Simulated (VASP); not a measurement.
Al2CrN3:

```xyz
6
Lattice="3.2640 0.0000 0.0000 -1.6320 2.8267 0.0000 0.0000 0.0000 7.9951" Properties=species:S:1:pos:R:3 pbc="T T T"
Al    0.0000    0.0000    0.0000
Al    0.0000    1.8845    5.3301
Cr    1.6320    0.9422    2.6650
N     0.0000    1.8845    7.3288
N     1.6320    0.9422    4.6638
N     0.0000    0.0000    1.9988
```

| Quantity | Value |
| --- | --- |
| Program | VASP 6.6.1 |
| Task | relaxation of cell and atoms |
| Functional | PBE |
| Potentials or basis | VASP PAW PBE potentials, release 64 (Al, Cr_pv, N) |
| Cutoff | 600 eV |
| k mesh | 6 × 6 × 2 |
| Occupations | gaussian, width 0.1 eV |
| Spin | collinear spin, ferromagnetic start |
| Starting moments | [0.0, 0.0, 3.0, 0.0, 0.0, 0.0] μB |

At the start: pressure -18.1 GPa; volume 12.29 Å³/atom.

Task: Where does the relaxation end?

Result: Over 8 steps the energy falls by 108.1 meV/atom and the volume is 10.71 Å³/atom (-12.9 %); space group P3m1 (No. 156, to 0.05 Å); moment 1.94 μB per cell.

Step by step:
```tsv
step	energy change (eV)	largest force (eV/Å)	pressure (GPa)	volume (Å³)
1	0.0000	1.0057	-18.12	73.76
2	-0.4240	0.8585	16.17	59.89
3	-0.6352	0.4140	-0.32	64.40
4	-0.6355	0.4152	0.22	64.22
5	-0.6464	0.1896	0.14	64.20
6	-0.6472	0.1850	0.14	64.20
7	-0.6485	0.0596	-0.10	64.28
8	-0.6486	0.0325	-0.11	64.26
```

Final structure:
```xyz
6
Lattice="3.1075 0.0000 0.0000 -1.5537 2.6912 0.0000 0.0000 0.0000 7.6845" Properties=species:S:1:pos:R:3 pbc="T T T"
Al    1.5537    2.6912    7.6491
Al    0.0000    1.7941    5.1126
Cr    1.5537    0.8971    2.5722
N     0.0000    1.7941    7.0405
N     1.5537    0.8971    4.5393
N     1.5537    2.6912    1.9032
```

Caveat: the k points lie up to 0.41 Å⁻¹ apart in the final cell; a cell with one magnetic atom can't hold antiferromagnetic order, which such compounds often take.
